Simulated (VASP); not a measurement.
# LiF in VASP: further runs, part 2 of 2

VASP 6.6.1. The steps go on from the part before.

## Step 3: Single point, PBEsol

INCAR reads:

```
SYSTEM = LiF
PREC = Accurate
ENCUT = 520
EDIFF = 1E-6
ISMEAR = 0
SIGMA = 0.01
LREAL = .FALSE.
LASPH = .TRUE.
NELM = 100
ALGO = Normal
ISIF = 2
LWAVE = .FALSE.
LCHARG = .FALSE.
GGA = PS
NBANDS = 18
```

KPOINTS reads:

```
Automatic mesh
0
G
  6 6 4
  0 0 0
```

POSCAR reads:

```
LiF
1.0
    3.0609400000      0.0000000000      0.0000000000
   -1.5304700000      2.6508520000      0.0000000000
    0.0000000000      0.0000000000      4.8073250000
Li F
2 2
Direct
    0.3371057054      0.6742114108      0.3811540000
    0.6666666667      0.3333333333      0.8811540000
    0.3333333333      0.6666666667      0.9938440000
    0.6666666667      0.3333333333      0.4938440000
```

Potentials or basis: VASP PAW PBE potentials, release 64 (Li_sv, F).

Launch:

```
$ cat potpaw_PBE.64/Li_sv/POTCAR potpaw_PBE.64/F/POTCAR > POTCAR
$ mpirun -np 1 vasp_std > vasp.out
```

OUTCAR:

```text
SYSTEM = LiF
   PREC = Accurate
   ENCUT = 520
   EDIFF = 1E-6
   ISMEAR = 0
   LREAL = .FALSE.
   LASPH = .TRUE.
   NELM = 100
   ISIF = 2
   GGA = PS

 ion  position               nearest neighbor table
   1  0.337  0.674  0.381-   4 1.83   4 1.86   4 1.86   3 1.86
   2  0.667  0.333  0.881-   3 1.85   3 1.85   3 1.85   4 1.86
   3  0.333  0.667  0.994-   2 1.85   2 1.85   2 1.85   1 1.86
   4  0.667  0.333  0.494-   1 1.83   1 1.86   1 1.86   2 1.86

  LATTYP: Found a hexagonal cell.
 ALAT       =     3.0609400000
 C/A-ratio  =     1.5705387887

  Lattice vectors:

 A1 = (   3.0609400000,   0.0000000000,   0.0000000000)
 A2 = (  -1.5304700000,   2.6508520000,   0.0000000000)
 A3 = (   0.0000000000,   0.0000000000,   4.8073250000)

Analysis of symmetry for initial positions (statically):
=====================================================================
 Subroutine PRICEL returns:
 Original cell was already a primitive cell.

 Routine SETGRP: Setting up the symmetry group for a
 hexagonal supercell.

 Subroutine GETGRP returns: Found  2 space group operations
 (whereof  2 operations were pure point group operations)
 out of a pool of 24 trial point group operations.

The static configuration has the point symmetry C_1h.

Analysis of symmetry for dynamics (positions and initial velocities):
=====================================================================
 Subroutine PRICEL returns:
 Original cell was already a primitive cell.

 Routine SETGRP: Setting up the symmetry group for a
 hexagonal supercell.

 Subroutine GETGRP returns: Found  2 space group operations
 (whereof  2 operations were pure point group operations)
 out of a pool of 24 trial point group operations.

The dynamic configuration has the point symmetry C_1h.
[... 119 lines left out ...]
   EFERMI_NEDOS =   21; number of points for ismear=-14 and -15
   IALGO  =     38    algorithm
   IMIX   =      4    mixing-type and parameters
     AMIX     =   0.40;   BMIX     =  1.00
     AMIX_MAG =   1.60;   BMIX_MAG =  1.00
  volume/ion in A,a.u.               =       9.75        65.81
  Fermi-wavevector in a.u.,A,eV,Ry     =   1.310298  2.476105 23.359599  1.716882
  Thomas-Fermi vector in A             =   2.440838
   LORBIT       =      0    0 simple, 1 ext, 2 COOP (PROOUT), +10 PAW based schemes
   GGA     = PS    functional components
   LHFCALC =     F    Hartree Fock is set to
   AEXX    =    0.0000 exact exchange contribution
   IVDW    =     0    specifies the selected vdW correction
   LEPSILON=     F    determine dielectric tensor
   LRPA    =     F    only Hartree local field effects (RPA)
 non-spin polarized calculation
 Gauss-broadening in eV      SIGMA  =   0.01
  energy-cutoff  :      520.00
  volume of cell :       39.01
 maximum number of plane-waves:      1085
   NGX = 11   NGY = 11   NGZ = 17

 number of electron      20.0000023 magnetization

 Free energy of the ion-electron system (eV)
  ---------------------------------------------------
  ext. energy  EPLUGINS =         0.00000000
  ---------------------------------------------------
  free energy    TOTEN  =       -19.59802827 eV

  energy without entropy =      -19.59802827  energy(sigma->0) =      -19.59802827

 E-fermi :  -2.3253     XC(G=0):  -9.1147

 val. band max:       -2.4643176184   @ k =   0.0000   0.0000   0.0000
 cond. band min:       5.2708755482   @ k =   0.0000   0.0000   0.0000
 fundamental gap:      7.7351931666
 Fermi energy:        -2.3252689966

 k-point     1 :       0.0000    0.0000    0.0000
  band No.  band energies     occupation
      1     -42.1779      2.00000
      2     -42.1300      2.00000
      3     -21.8115      2.00000
      4     -21.5676      2.00000
      5      -4.7138      2.00000
      6      -2.9540      2.00000
[... 481 lines left out ...]
      5      -4.5114      2.00000
      6      -3.9797      2.00000
[... 10 lines left out ...]
     17      16.7139      0.00000
     18      18.3255      0.00000

 [... further k-points ...]

------------------------ aborting loop because EDIFF is reached ----------------------------------------

  FORCE on cell =-STRESS in cart. coord.  units (eV):
  Direction    XX          YY          ZZ          XY          YZ          ZX
  --------------------------------------------------------------------------------------
  -------------------------------------------------------------------------------------
  Total        0.3237672      0.4587404      0.2459363      0.0000000      0.0400949      0.0000000
  in kB       13.2984088     18.8422965     10.1015830      0.0000000      1.6468588      0.0000000
  external PRESSURE =      14.0807628 kB  Pullay stress =       0.0000000 kB

 VOLUME and BASIS-vectors are now :
 -----------------------------------------------------------------------------
  energy-cutoff  :      520.00
  volume of cell :       39.01
      direct lattice vectors                 reciprocal lattice vectors
     3.060940000  0.000000000  0.000000000     0.326697028  0.188618603  0.000000000
    -1.530470000  2.650852000  0.000000000     0.000000000  0.377237205  0.000000000
     0.000000000  0.000000000  4.807325000     0.000000000  0.000000000  0.208015892

 POSITION                                       TOTAL-FORCE (eV/Angst)
 -----------------------------------------------------------------------------------
      0.00000      1.78723      1.83233         0.000000     -0.091249     -0.002797
      1.53047      0.88362      4.23599        -0.000000      0.002910     -0.000756
     -0.00000      1.76723      4.77773        -0.000000      0.004934      0.001022
      1.53047      0.88362      2.37407        -0.000000      0.083405      0.002531
 -----------------------------------------------------------------------------------
    total drift:                               -0.000002      0.000449     -0.004202

  FREE ENERGIE OF THE ION-ELECTRON SYSTEM (eV)
  ---------------------------------------------------
  free  energy   TOTEN  =       -19.5980282685 eV

  energy  without entropy=      -19.5980282685  energy(sigma->0) =      -19.59802827
```

stdout:

```text
POSCAR found type information on POSCAR LiF
 POSCAR found :  2 types and       4 ions
 scaLAPACK will be used
 -----------------------------------------------------------------------------
|                                                                             |
|                                                                             |
|     You enforced a specific xc type in the INCAR file but a different       |
|     I HOPE YOU KNOW WHAT YOU ARE DOING!                                     |
|                                                                             |
 -----------------------------------------------------------------------------

 LDA part: xc-table for (Slater+PW92), standard interpolation
 POSCAR, INCAR and KPOINTS ok, starting setup
 FFT: planning ... GRIDC
 FFT: planning ... GRID_SOFT
 FFT: planning ... GRID
 WAVECAR not read
 entering main loop
```

Run time: 57 s. Hardware: 1 thread of AMD EPYC 7R13, shared host; peak memory 0.13 GiB.

What came out:

```
Free energy            : -19.5980 eV
Largest force          : 0.091 eV/Å
Band gap on the k mesh : 7.74 eV
```

Forces on the atoms (eV/Å):
```
Li   0.000 -0.091 -0.003
Li   0.000  0.003 -0.001
F    0.000  0.005  0.001
F    0.000  0.083  0.003
```

Caveat: the cutoff is under 1.25 times the usual one of these potentials, so pressure, stress and relaxed cells hold a basis-set (Pulay) error; the PAW data sets were made with another functional, which shifts forces and pressure a little. A k mesh can miss the band edges.
